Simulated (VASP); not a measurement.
# Tl (P6_3/mmc) in VASP: notebook

Runs on Tl. Level: PBE. Tasks: single point, relaxation of cell and atoms.

Everything below comes from runs of VASP 6.6.1. Logs are shortened: lines on timing, memory, paths and dates and some standing lists are left out, and cuts for length are marked.

## Step 1: The cell of the first run

Symmetry: P6_3/mmc, No. 194, hexagonal system. Conventional cell: a = 3.456 Å, b = 3.456 Å, c = 5.525 Å, α = 90.00°, β = 90.00°, γ = 120.00°. Tl (site symmetry -6m2) has 12 Tl at 3.41 to 3.46 Å within 4.5 Å.

## Step 2: Single point, PBE

File INCAR:

```
ALGO     = Normal         # electronic algorithm
EDIFF    = 1E-6           # SCF threshold, eV
ENCUT    = 520            # plane-wave cutoff, eV
GGA      = PE             # functional
ISIF     = 2              # what is computed and relaxed
ISMEAR   = 0              # smearing method
LASPH    = T              # aspherical terms in the spheres
LCHARG   = T              # write CHGCAR
LELF     = T              # ELF
LREAL    = F              # projectors in reciprocal space
LVHAR    = T            
LWAVE    = F              # write WAVECAR
NBANDS   = 20             # bands
NELM     = 80             # most SCF steps
PREC     = Accurate       # precision mode
SIGMA    = 0.1            # smearing width, eV
```

File KPOINTS:

```
k-points
0
Gamma
  6 6 4
```

File POSCAR:

```
Tl
1.0
    3.4559983565      0.0000000000      0.0000000000
   -1.7279991783      2.9929823722      0.0000000000
    0.0000000000      0.0000000000      5.5250000000
Tl
2
Direct
    0.3333333333      0.6666666667      0.2500000000
    0.6666666667      0.3333333333      0.7500000000
```

Potentials or basis: VASP PAW PBE potentials, release 64 (Tl_d).

On the command line:

```
cat potpaw_PBE.64/Tl_d/POTCAR > POTCAR
mpirun -np 1 vasp_std > vasp.out
```

OUTCAR:

```text
EDIFF = 1E-6
   ENCUT = 520
   GGA = PE
   ISIF = 2
   ISMEAR = 0
   LASPH = T
   LREAL = F
   NELM = 80
   PREC = Accurate

 ion  position               nearest neighbor table
   1  0.333  0.667  0.250-   2 3.41   2 3.41   2 3.41   2 3.41   2 3.41   2 3.41
   2  0.667  0.333  0.750-   1 3.41   1 3.41   1 3.41   1 3.41   1 3.41   1 3.41

  LATTYP: Found a hexagonal cell.
 ALAT       =     3.4559983565
 C/A-ratio  =     1.5986697417

  Lattice vectors:

 A1 = (   3.4559983565,   0.0000000000,   0.0000000000)
 A2 = (  -1.7279991783,   2.9929823722,   0.0000000000)
 A3 = (   0.0000000000,   0.0000000000,   5.5250000000)

Analysis of symmetry for initial positions (statically):
=====================================================================
 Subroutine PRICEL returns:
 Original cell was already a primitive cell.

 Routine SETGRP: Setting up the symmetry group for a
 hexagonal supercell.

 Subroutine GETGRP returns: Found 24 space group operations
 (whereof 12 operations were pure point group operations)
 out of a pool of 24 trial point group operations.

The static configuration has the point symmetry D_3d.
 The point group associated with its full space group is D_6h.

Analysis of symmetry for dynamics (positions and initial velocities):
=====================================================================
 Subroutine PRICEL returns:
 Original cell was already a primitive cell.

 Routine SETGRP: Setting up the symmetry group for a
 hexagonal supercell.

 Subroutine GETGRP returns: Found 24 space group operations
 (whereof 12 operations were pure point group operations)
 out of a pool of 24 trial point group operations.

The dynamic configuration has the point symmetry D_3d.
 The point group associated with its full space group is D_6h.

 Subroutine INISYM returns: Found 24 space group operations
 (whereof 12 operations are pure point group operations),
 and found     1 'primitive' translations

----------------------------------------------------------------------------------------

                                     Primitive cell

  volume of cell :      57.1492

  direct lattice vectors                    reciprocal lattice vectors
     3.455998356  0.000000000  0.000000000     0.289351989  0.167057449  0.000000000
    -1.727999178  2.992982372  0.000000000     0.000000000  0.334114898  0.000000000
     0.000000000  0.000000000  5.525000000     0.000000000  0.000000000  0.180995475

  length of vectors
     3.455998356  3.455998357  5.525000000     0.334114898  0.334114898  0.180995475

  position of ions in fractional coordinates (direct lattice)
     0.333333333  0.666666667  0.250000000
     0.666666667  0.333333333  0.750000000

  ion indices of the primitive-cell ions
   primitive index   ion index
                 1           1
                 2           2

----------------------------------------------------------------------------------------

 KPOINTS: k-points

Automatic generation of k-mesh.
 Grid dimensions read from file:
 generate k-points for:    6    6    4

 Generating k-lattice:

  Cartesian coordinates                     Fractional coordinates (reciprocal lattice)
     0.048225332  0.027842908  0.000000000     0.166666667  0.000000000  0.000000000
     0.000000000  0.055685816  0.000000000     0.000000000  0.166666667  0.000000000
     0.000000000  0.000000000  0.045248869     0.000000000  0.000000000  0.250000000

  Length of vectors
     0.055685816  0.055685816  0.045248869

  Shift w.r.t. Gamma in fractional coordinates (k-lattice)
     0.000000000  0.000000000  0.000000000

 Subroutine IBZKPT returns following result:
 ===========================================

 Found     21 irreducible k-points:

 Following reciprocal coordinates:
            Coordinates               Weight
  0.000000  0.000000  0.000000      1.000000
  0.166667  0.000000  0.000000      6.000000
  0.333333  0.000000  0.000000      6.000000
  0.500000  0.000000  0.000000      3.000000
  0.166667  0.166667  0.000000      6.000000
  0.333333  0.166667  0.000000     12.000000
[... 13 lines left out ...]
  0.333333  0.166667  0.500000     12.000000
  0.333333  0.333333  0.500000      2.000000
   k-points           NKPTS =     21   k-points in BZ     NKDIM =     21   number of bands    NBANDS=     20
   number of dos      NEDOS =    301   number of ions     NIONS =      2
   total plane-waves  NPLWV =  32928
   dimension x,y,z NGX =    28 NGY =   28 NGZ =   42
   dimension x,y,z NGXF=    56 NGYF=   56 NGZF=   84
   ions per type =               2
   NGX,Y,Z   is equivalent  to a cutoff of  13.47, 13.47, 12.64 a.u.
   NGXF,Y,Z  is equivalent  to a cutoff of  26.94, 26.94, 25.28 a.u.
 SYSTEM =  unknown system
   PREC   = accura    normal or accurate (medium, high low for compatibility)
   ISTART =      0    job   : 0-new  1-cont  2-samecut
   ICHARG =      2    charge: 1-file 2-atom 10-const
   ISPIN  =      1    spin polarized calculation?
[... 79 lines left out ...]
      5      -4.9139      2.00000
      6      -4.8748      2.00000
[... 12 lines left out ...]
     19      16.9509      0.00000
     20      18.4388      0.00000

 k-point     3 :       0.3333    0.0000    0.0000
  band No.  band energies     occupation
      1      -5.2908      2.00000
      2      -5.1049      2.00000
      3      -5.0763      2.00000
      4      -4.9975      2.00000
      5      -4.8592      2.00000
      6      -4.7627      2.00000
[... 12 lines left out ...]
     19      15.5067      0.00000
     20      16.9260      0.00000

 k-point     4 :       0.5000    0.0000    0.0000
  band No.  band energies     occupation
      1      -5.3539      2.00000
      2      -5.1982      2.00000
      3      -5.1249      2.00000
      4      -5.0352      2.00000
      5      -4.8109      2.00000
      6      -4.7952      2.00000
[... 12 lines left out ...]
     19      14.8066      0.00000
     20      16.3847      0.00000

 k-point     5 :       0.1667    0.1667    0.0000
  band No.  band energies     occupation
      1      -5.1256      2.00000
      2      -5.1169      2.00000
      3      -5.0569      2.00000
      4      -4.9785      2.00000
      5      -4.8826      2.00000
      6      -4.8012      2.00000
[... 12 lines left out ...]
     19      15.9098      0.00000
     20      17.9631      0.00000

 k-point     6 :       0.3333    0.1667    0.0000
  band No.  band energies     occupation
      1      -5.2137      2.00000
      2      -5.2030      2.00000
      3      -5.0370      2.00000
      4      -5.0004      2.00000
      5      -4.8206      2.00000
      6      -4.8120      2.00000
[... 12 lines left out ...]
     19      14.6328      0.00000
     20      17.7674      0.00000

 k-point     7 :       0.3333    0.3333    0.0000
  band No.  band energies     occupation
      1      -5.2540      2.00000
      2      -5.0014      2.00000
      3      -5.0014      2.00000
      4      -4.9191      2.00000
      5      -4.9191      2.00000
      6      -4.8724      2.00000
[... 12 lines left out ...]
     19      13.1347      0.00000
     20      22.2392      0.00000
[... 208 lines left out ...]
 k-point    17 :       0.3333    0.0000    0.5000
  band No.  band energies     occupation
      1      -5.1924      2.00000
      2      -5.1924      2.00000
      3      -5.0881      2.00000
      4      -5.0881      2.00000
      5      -4.7933      2.00000
      6      -4.7933      2.00000
[... 12 lines left out ...]
     19      15.4973      0.00000
     20      15.4973      0.00000

 k-point    18 :       0.5000    0.0000    0.5000
  band No.  band energies     occupation
      1      -5.2160      2.00000
      2      -5.2160      2.00000
      3      -5.1914      2.00000
      4      -5.1914      2.00000
      5      -4.7761      2.00000
      6      -4.7761      2.00000
[... 12 lines left out ...]
     19      15.3124      0.00000
     20      15.3124      0.00000

 k-point    19 :       0.1667    0.1667    0.5000
  band No.  band energies     occupation
      1      -5.1394      2.00000
      2      -5.1394      2.00000
      3      -4.9847      2.00000
      4      -4.9847      2.00000
      5      -4.8558      2.00000
      6      -4.8558      2.00000
[... 12 lines left out ...]
     19      18.2503      0.00000
     20      18.2503      0.00000

 k-point    20 :       0.3333    0.1667    0.5000
  band No.  band energies     occupation
      1      -5.1801      2.00000
      2      -5.1801      2.00000
      3      -5.0540      2.00000
      4      -5.0540      2.00000
      5      -4.8235      2.00000
      6      -4.8235      2.00000
[... 12 lines left out ...]
     19      17.6476      0.00000
     20      17.6476      0.00000

 k-point    21 :       0.3333    0.3333    0.5000
  band No.  band energies     occupation
      1      -5.1549      2.00000
      2      -5.1549      2.00000
      3      -4.9299      2.00000
      4      -4.9299      2.00000
      5      -4.8137      2.00000
      6      -4.8137      2.00000
[... 12 lines left out ...]
     19      17.5124      0.00000
     20      17.5124      0.00000

------------------------ aborting loop because EDIFF is reached ----------------------------------------

  FORCE on cell =-STRESS in cart. coord.  units (eV):
  Direction    XX          YY          ZZ          XY          YZ          ZX
  --------------------------------------------------------------------------------------
  -------------------------------------------------------------------------------------
  Total        0.7718053      0.7718053      1.7089327     -0.0000000     -0.0000000      0.0000000
  in kB       21.6375640     21.6375640     47.9099352     -0.0000000     -0.0000000      0.0000000
  external PRESSURE =      30.3950210 kB  Pullay stress =       0.0000000 kB

 VOLUME and BASIS-vectors are now :
 -----------------------------------------------------------------------------
  energy-cutoff  :      520.00
  volume of cell :       57.15
      direct lattice vectors                 reciprocal lattice vectors
     3.455998356  0.000000000  0.000000000     0.289351989  0.167057449  0.000000000
    -1.727999178  2.992982372  0.000000000     0.000000000  0.334114898  0.000000000
     0.000000000  0.000000000  5.525000000     0.000000000  0.000000000  0.180995475

 POSITION                                       TOTAL-FORCE (eV/Angst)
 -----------------------------------------------------------------------------------
     -0.00000      1.99532      1.38125        -0.000000     -0.000000      0.000000
      1.72800      0.99766      4.14375         0.000000      0.000000      0.000000
 -----------------------------------------------------------------------------------
    total drift:                                0.000000     -0.000000      0.000000

  FREE ENERGIE OF THE ION-ELECTRON SYSTEM (eV)
  ---------------------------------------------------
  free  energy   TOTEN  =        -4.3758564488 eV

  energy  without entropy=       -4.3694476360  energy(sigma->0) =       -4.37265204
```

Wall time 9.3 s (1 thread of Intel Xeon 6975P-C (Granite Rapids), shared host); peak memory 0.17 GiB.

Results:

```yaml
Free_energy: -4.3759 eV
Pressure: 3.0 GPa
Band_gap_on_the_k_mesh: zero (band 13 reaches 10.07 eV, above the bottom of band 14 at 4.30 eV)
```

Caveat: spin-orbit coupling is left out, which moves the levels of the heavy elements.

## Step 3: Single point, PBE

This run uses another cell than the first one, of 31.45 Å³/atom, 1.101 times its volume.

File INCAR:

```
PREC = Accurate ; ENCUT = 520
EDIFF = 1E-6 ; ISMEAR = 0
SIGMA = 0.1 ; LREAL = False
LASPH = True ; NELM = 100
ALGO = Normal ; ISIF = 2
LWAVE = False ; LCHARG = True
GGA = PE ; LELF = True
LVHAR = True ; NBANDS = 20
```

File KPOINTS:

```
Automatic mesh
0
Gamma
  15 15 8
```

File POSCAR:

```
Tl
1.0
    3.6124492709      0.0000000000      0.0000000000
   -1.8062246355      3.1284728385      0.0000000000
    0.0000000000      0.0000000000      5.5654215617
Tl
2
Direct
    0.3333333333      0.6666666667      0.2500000000
    0.6666666667      0.3333333333      0.7500000000
```

Potentials or basis: VASP PAW PBE potentials, release 64 (Tl_d).

On the command line:

```
cat potpaw_PBE.64/Tl_d/POTCAR > POTCAR
mpirun -np 1 vasp_std > vasp.out
```

It took 40 s on 1 thread of Intel Xeon 6975P-C (Granite Rapids), shared host; peak memory 0.27 GiB.

The run converged. Its results:

- Free energy: -4.4546 eV
- Pressure: -0.1 GPa
- Band gap on the k mesh: zero (band 13 reaches 9.16 eV, above the bottom of band 14 at 3.72 eV)

Levels at points of the mesh, in eV from the Fermi level:
| k point | band 9 | band 10 | band 11 | band 12 | band 13 | band 14 | band 15 | band 16 | band 17 | band 18 |
| --- | --- | --- | --- | --- | --- | --- | --- | --- | --- | --- |
| (0.00, 0.00, 0.00) | -11.13 | -11.13 | -9.46 | -4.85 | -2.38 | 6.92 | 6.92 | 8.91 | 8.91 | 9.77 |
| (0.00, 0.00, 0.50) | -11.21 | -11.21 | -8.10 | -8.10 | 3.49 | 3.49 | 7.88 | 7.88 | 7.88 | 7.88 |

Caveat: spin-orbit coupling is left out, which moves the levels of the heavy elements.

## Step 4: Relaxation of cell and atoms, PBE

This run uses another cell than the first one, of 31.45 Å³/atom, 1.101 times its volume.

File INCAR:

```
  ALGO = Normal
  EDIFF = 1E-6
  EDIFFG = -0.005
  ENCUT = 600
  GGA = PE
  IBRION = 2
  ISIF = 3
  ISMEAR = 0
  LASPH = True
  LCHARG = False
  LREAL = False
  LWAVE = False
  NELM = 100
  NSW = 100
  PREC = Accurate
  SIGMA = 0.1
```

File KPOINTS:

```
k-points
0
Gamma
  15 15 8
```

POSCAR is that of step 3.

On the command line:

```
cat potpaw_PBE.64/Tl_d/POTCAR > POTCAR
mpirun -np 1 vasp_std > vasp.out
```

It took 65 s on 1 thread of Intel Xeon 6975P-C (Granite Rapids), shared host; peak memory 0.3 GiB.

Results (log left out):

```
Free energy                            : -4.4546 eV
Relaxed volume                         : 31.42 Å³/atom
Relaxed cell                           : a = 3.611 Å, b = 3.611 Å, c = 5.564 Å, α = 90.00°, β = 90.00°, γ = 120.00°
Space group after relaxing (to 0.05 Å) : P6_3/mmc (No. 194)
Energy gained by relaxing              : 0.0 meV/atom
Ionic steps                            : 2
Pressure after relaxing                : 0.0 GPa
Band gap on the k mesh                 : zero (band 13 reaches 9.17 eV, above the bottom of band 14 at 3.72 eV)
```

Final structure:
```
Tl
1.0
     3.61128    0.00000    0.00000
    -1.80564    3.12746    0.00000
     0.00000    0.00000    5.56408
Tl
2
Direct
  0.33333 0.66667 0.25000
  0.66667 0.33333 0.75000
```

Levels at points of the mesh, in eV from the Fermi level:
```csv
k point,band 10,band 11,band 12,band 13,band 14,band 15,band 16,band 17
"(0.00, 0.00, 0.00)",-11.13,-9.47,-4.85,-2.38,6.93,6.93,8.92,8.92
"(0.00, 0.00, 0.50)",-11.21,-8.10,-8.10,3.49,3.49,7.89,7.89,7.89
```

Caveat: spin-orbit coupling is left out, which moves the levels of the heavy elements.

## Step 5: Single point, PBE

This run uses another cell than the first one, of 31.45 Å³/atom, 1.101 times its volume.

File INCAR:

```
SYSTEM = Tl
PREC = Accurate
ENCUT = 520
EDIFF = 1E-7
ISMEAR = 0
SIGMA = 0.1
LREAL = .False.
LASPH = .True.
NELM = 100
ALGO = Normal
ISIF = 2
LWAVE = .False.
LCHARG = .False.
GGA = PE
NBANDS = 20
```

File KPOINTS:

```
Automatic mesh
0
Gamma
  15 15 8
  0 0 0
```

POSCAR is that of step 4.

On the command line:

```
cat potpaw_PBE.64/Tl_d/POTCAR > POTCAR
mpirun -np 1 vasp_std > vasp.out
```

Wall time 49 s (1 thread of Intel Xeon 6975P-C (Granite Rapids), shared host); peak memory 0.26 GiB.

Results (log left out):

| Property | Result |
| --- | --- |
| Free energy | -4.4546 eV |
| Pressure | -0.1 GPa |
| Band gap on the k mesh | zero (band 13 reaches 9.16 eV, above the bottom of band 14 at 3.72 eV) |

Levels at points of the mesh, in eV from the Fermi level:
```tsv
k point	band 11	band 12	band 13	band 14	band 15	band 16
(0.00, 0.00, 0.00)	-9.46	-4.85	-2.38	6.92	6.92	8.91
(0.00, 0.00, 0.50)	-8.10	-8.10	3.49	3.49	7.88	7.88
```

Caveat: spin-orbit coupling is left out, which moves the levels of the heavy elements.

## Step 6: Relaxation of cell and atoms, PBE

File INCAR:

```
SYSTEM = Tl
ALGO = Normal
EDIFF = 1E-6
EDIFFG = -0.005
ENCUT = 600
GGA = PE
IBRION = 2
ISIF = 3
ISMEAR = 0
LASPH = .True.
LCHARG = .False.
LREAL = .False.
LWAVE = .False.
NELM = 100
NSW = 100
PREC = Accurate
SIGMA = 0.1
```

File KPOINTS:

```
k-points
0
Gamma
  15 15 8
  0 0 0
```

File POSCAR:

```
Tl
1.0
    3.4560000000      0.0000000000      0.0000000000
   -1.7280000000      2.9929837955      0.0000000000
    0.0000000000      0.0000000000      5.5250000000
Tl
2
Direct
    0.3333333333      0.6666666667      0.2500000000
    0.6666666667      0.3333333333      0.7500000000
```

Potentials or basis: VASP PAW PBE potentials, release 64 (Tl_d).

On the command line:

```
cat potpaw_PBE.64/Tl_d/POTCAR > POTCAR
mpirun -np 1 vasp_std > vasp.out
```

It took 3.4 min on 1 thread of Intel Xeon 6975P-C (Granite Rapids), shared host; peak memory 0.29 GiB.

It converged, with:

| Item | Value |
| --- | --- |
| Free energy | -4.4529 eV |
| Relaxed volume | 31.36 Å³/atom |
| Relaxed cell | a = 3.605 Å, b = 3.605 Å, c = 5.574 Å, α = 90.00°, β = 90.00°, γ = 120.00° |
| Space group after relaxing (to 0.05 Å) | P6_3/mmc (No. 194) |
| Energy gained by relaxing | 26.1 meV/atom |
| Ionic steps | 8 |
| Pressure after relaxing | 0.0 GPa |
| Band gap on the k mesh | zero (band 13 reaches 9.15 eV, above the bottom of band 14 at 3.74 eV) |

Step by step:
| step | energy change (eV) | largest force (eV/Å) | pressure (GPa) | volume (Å³) |
| --- | --- | --- | --- | --- |
| 1 | 0.0000 | 0.0000 | 3.19 | 57.15 |
| 2 | -0.0494 | 0.0000 | 0.31 | 61.98 |
| 3 | -0.0501 | 0.0000 | -0.05 | 62.78 |
| 4 | -0.0501 | 0.0000 | 0.00 | 62.66 |
| 5 | -0.0507 | 0.0000 | -0.01 | 62.68 |
| 6 | -0.0519 | 0.0000 | 0.01 | 62.71 |
| 7 | -0.0516 | 0.0000 | 0.03 | 62.74 |
| 8 | -0.0522 | 0.0000 | 0.01 | 62.73 |

Final structure:
```cif
data_structure
_symmetry_space_group_name_H-M 'P 1'
_symmetry_Int_Tables_number 1
_cell_length_a 3.6047
_cell_length_b 3.6047
_cell_length_c 5.5740
_cell_angle_alpha 90.000
_cell_angle_beta 90.000
_cell_angle_gamma 120.000
_cell_volume 62.73
loop_
_atom_site_label
_atom_site_type_symbol
_atom_site_fract_x
_atom_site_fract_y
_atom_site_fract_z
_atom_site_occupancy
Tl1 Tl 0.33333 0.66667 0.25000 1
Tl2 Tl 0.66667 0.33333 0.75000 1
```

Levels at points of the mesh, in eV from the Fermi level:
| k point | band 10 | band 11 | band 12 | band 13 | band 14 | band 15 | band 16 | band 17 |
| --- | --- | --- | --- | --- | --- | --- | --- | --- |
| (0.00, 0.00, 0.00) | -11.12 | -9.47 | -4.88 | -2.39 | 6.99 | 6.99 | 8.97 | 8.97 |
| (0.00, 0.00, 0.50) | -11.21 | -8.11 | -8.11 | 3.46 | 3.46 | 7.94 | 7.94 | 7.94 |

Caveat: spin-orbit coupling is left out, which moves the levels of the heavy elements. Zero-point motion and thermal expansion aren't in these numbers.

## Step 7: Summary

```tsv
task	cell	k mesh	cutoff (eV)	gap on the mesh (eV)	pressure (GPa)	relaxed volume (Å³/atom)
single point	a = 3.456, b = 3.456, c = 5.525 Å, angles 90.0, 90.0, 120.0°, 2 atoms	6 × 6 × 4	520	none	3.0	-
single point	a = 3.612, b = 3.612, c = 5.565 Å, angles 90.0, 90.0, 120.0°, 2 atoms	15 × 15 × 8	520	none	-0.1	-
relaxation of cell and atoms	relaxed from a = 3.612, b = 3.612, c = 5.565 Å, angles 90.0, 90.0, 120.0°, 2 atoms	15 × 15 × 8	600	none	0.0	31.42
relaxation of cell and atoms	relaxed from a = 3.456, b = 3.456, c = 5.525 Å, angles 90.0, 90.0, 120.0°, 2 atoms	15 × 15 × 8	600	none	0.0	31.36
```

Alike in all rows: level PBE; potentials or basis VASP PAW PBE potentials, release 64 (Tl_d); no spin polarisation; smearing gaussian 0.1 eV.

Caveats: spin-orbit coupling is left out, which moves the levels of the heavy elements.

Absolute energies hang on the potentials; compare differences alone.
